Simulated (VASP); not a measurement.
# Ru2C (Fd-3m) in VASP: a series of runs, part 2 of 3

VASP 6.6.1. Earlier steps stand in the parts before.

## (3) Single point, PBE

This run uses another cell than the first one, of 14.22 Å³/atom, 1.086 times its volume.

INCAR

```
  ALGO = Normal
  EDIFF = 1E-6
  ENCUT = 520
  GGA = PE
  ISIF = 2
  ISMEAR = 0
  LASPH = True
  LCHARG = False
  LREAL = False
  LWAVE = False
  NBANDS = 41
  NELM = 80
  PREC = Accurate
  SIGMA = 0.1
```

KPOINTS

```
k-points
0
Gamma
  4 4 4
```

POSCAR

```
Ru2C
1.0
    0.0000000000      3.4938671135      3.4938671135
    3.4938671135      0.0000000000      3.4938671135
    3.4938671135      3.4938671135      0.0000000000
Ru C
4 2
Direct
    0.6250000000      0.6250000000      0.6250000000
    0.1250000000      0.6250000000      0.6250000000
    0.6250000000      0.6250000000      0.1250000000
    0.6250000000      0.1250000000      0.6250000000
    0.0000000000      0.0000000000      0.0000000000
    0.2500000000      0.2500000000      0.2500000000
```

Potentials or basis: VASP PAW PBE potentials, release 64 (Ru_pv, C).

Command:

```bash
> cat potpaw_PBE.64/Ru_pv/POTCAR potpaw_PBE.64/C/POTCAR > POTCAR
> mpirun -np 1 vasp_std > vasp.out
```

OUTCAR:

```text
EDIFF = 1E-6
   ENCUT = 520
   GGA = PE
   ISIF = 2
   ISMEAR = 0
   LASPH = True
   LREAL = False
   NELM = 80
   PREC = Accurate

 ion  position               nearest neighbor table
   1  0.625  0.625  0.625-   2 2.47   3 2.47   4 2.47   3 2.47   4 2.47   2 2.47
   2  0.125  0.625  0.625-   1 2.47   3 2.47   4 2.47   1 2.47   3 2.47   4 2.47
   3  0.625  0.625  0.125-   1 2.47   1 2.47   2 2.47   4 2.47   4 2.47   2 2.47
   4  0.625  0.125  0.625-   1 2.47   3 2.47   1 2.47   2 2.47   3 2.47   2 2.47
   5  0.000  0.000  0.000-
   6  0.250  0.250  0.250-

  LATTYP: Found a face centered cubic cell.
 ALAT       =     6.9877342270

  Lattice vectors:

 A1 = (   0.0000000000,   3.4938671135,   3.4938671135)
 A2 = (   3.4938671135,   0.0000000000,   3.4938671135)
 A3 = (   3.4938671135,   3.4938671135,   0.0000000000)

Analysis of symmetry for initial positions (statically):
=====================================================================
 Subroutine PRICEL returns:
 Original cell was already a primitive cell.

 Routine SETGRP: Setting up the symmetry group for a
 face centered cubic supercell.

 Subroutine GETGRP returns: Found 48 space group operations
 (whereof 24 operations were pure point group operations)
 out of a pool of 48 trial point group operations.

The static configuration has the point symmetry T_d .
 The point group associated with its full space group is O_h .

Analysis of symmetry for dynamics (positions and initial velocities):
=====================================================================
 Subroutine PRICEL returns:
 Original cell was already a primitive cell.

 Routine SETGRP: Setting up the symmetry group for a
 face centered cubic supercell.

[... 112 lines left out ...]
   EFERMI_NEDOS =   21; number of points for ismear=-14 and -15
   IALGO  =     38    algorithm
   IMIX   =      4    mixing-type and parameters
     AMIX     =   0.40;   BMIX     =  1.00
     AMIX_MAG =   1.60;   BMIX_MAG =  1.00
  volume/ion in A,a.u.               =      14.22        95.94
  Fermi-wavevector in a.u.,A,eV,Ry     =   1.487596  2.811150 30.108917  2.212943
  Thomas-Fermi vector in A             =   2.600737
   LORBIT       =      0    0 simple, 1 ext, 2 COOP (PROOUT), +10 PAW based schemes
   GGA     = PE    functional components
   LHFCALC =     F    Hartree Fock is set to
   AEXX    =    0.0000 exact exchange contribution
   IVDW    =     0    specifies the selected vdW correction
   LEPSILON=     F    determine dielectric tensor
   LRPA    =     F    only Hartree local field effects (RPA)
 non-spin polarized calculation
 Gauss-broadening in eV      SIGMA  =   0.10
  energy-cutoff  :      520.00
  volume of cell :       85.30
 maximum number of plane-waves:      2332
 NGX is ok and might be reduce to    40
   NGX = 19   NGY = 19   NGZ = 19

 number of electron      63.9999990 magnetization

 Free energy of the ion-electron system (eV)
  ---------------------------------------------------
  ext. energy  EPLUGINS =         0.00000000
  ---------------------------------------------------
  free energy    TOTEN  =       -39.96273141 eV

  energy without entropy =      -39.90380944  energy(sigma->0) =      -39.93327042

 E-fermi :   8.6191     XC(G=0): -12.4008

 val. band max:        8.5818747291   @ k =   0.5000   0.2500   0.0000
 cond. band min:       8.6301523305   @ k =   0.5000   0.0000   0.0000
 fundamental gap:      0.0482776015
 Fermi energy:         8.6191461915

 k-point     1 :       0.0000    0.0000    0.0000
  band No.  band energies     occupation
      1     -36.0271      2.00000
      2     -34.9311      2.00000
      3     -34.9311      2.00000
      4     -34.9311      2.00000
      5     -34.5408      2.00000
      6     -34.5408      2.00000
[... 341 lines left out ...]
     40      10.1721      0.00000
     41      11.5220      0.00000

------------------------ aborting loop because EDIFF is reached ----------------------------------------

  FORCE on cell =-STRESS in cart. coord.  units (eV):
  Direction    XX          YY          ZZ          XY          YZ          ZX
  --------------------------------------------------------------------------------------
  -------------------------------------------------------------------------------------
  Total        0.1301502      0.1301502      0.1301502      0.0000000      0.0000000     -0.0000000
  in kB        2.4445913      2.4445913      2.4445913      0.0000000      0.0000000     -0.0000000
  external PRESSURE =       2.4445913 kB  Pullay stress =       0.0000000 kB

 VOLUME and BASIS-vectors are now :
 -----------------------------------------------------------------------------
  energy-cutoff  :      520.00
  volume of cell :       85.30
      direct lattice vectors                 reciprocal lattice vectors
     0.000000000  3.493867113  3.493867113    -0.143107904  0.143107904  0.143107904
     3.493867113  0.000000000  3.493867113     0.143107904 -0.143107904  0.143107904
     3.493867113  3.493867113  0.000000000     0.143107904  0.143107904 -0.143107904

 POSITION                                       TOTAL-FORCE (eV/Angst)
 -----------------------------------------------------------------------------------
      4.36733      4.36733      4.36733         0.000000     -0.000000      0.000000
      4.36733      2.62040      2.62040         0.000000     -0.000000      0.000000
      2.62040      2.62040      4.36733         0.000000     -0.000000      0.000000
      2.62040      4.36733      2.62040         0.000000     -0.000000      0.000000
      0.00000      0.00000      0.00000        -0.000000     -0.000000     -0.000000
      1.74693      1.74693      1.74693         0.000000      0.000000      0.000000
 -----------------------------------------------------------------------------------
    total drift:                                0.000000      0.000000      0.000000

  FREE ENERGIE OF THE ION-ELECTRON SYSTEM (eV)
  ---------------------------------------------------
  free  energy   TOTEN  =       -39.9627314067 eV

  energy  without entropy=      -39.9038094413  energy(sigma->0) =      -39.93327042
```

stdout:

```text
POSCAR found type information on POSCAR RuC
 POSCAR found :  2 types and       6 ions
 scaLAPACK will be used
 LDA part: xc-table for (Slater+PW92), standard interpolation
 POSCAR, INCAR and KPOINTS ok, starting setup
 FFT: planning ... GRIDC
 FFT: planning ... GRID_SOFT
 FFT: planning ... GRID
 WAVECAR not read
 entering main loop
```

It took 38 s on 1 thread of Intel Xeon 6975P-C, shared host; peak memory 0.23 GiB.

What came out:

```yaml
Free_energy: -39.9627 eV
Pressure: 0.2 GPa
Band_gap_on_the_k_mesh: zero (band 32 reaches 8.81 eV, above the bottom of band 33 at 8.51 eV)
```

Levels at points of the mesh, in eV from the Fermi level:
| k point | band 29 | band 30 | band 31 | band 32 | band 33 | band 34 |
| --- | --- | --- | --- | --- | --- | --- |
| (0.00, 0.00, 0.00) | 0.11 | 0.11 | 0.17 | 0.17 | 0.17 | 0.37 |
| (0.50, 0.00, 0.00) | -1.43 | -0.25 | -0.25 | 0.01 | 0.11 | 0.28 |
| (0.50, 0.50, 0.00) | -1.71 | -1.71 | -1.32 | -1.32 | -0.06 | -0.06 |

Caveat: the k points lie up to 0.39 Å⁻¹ apart.

[end of part 2 of 3]
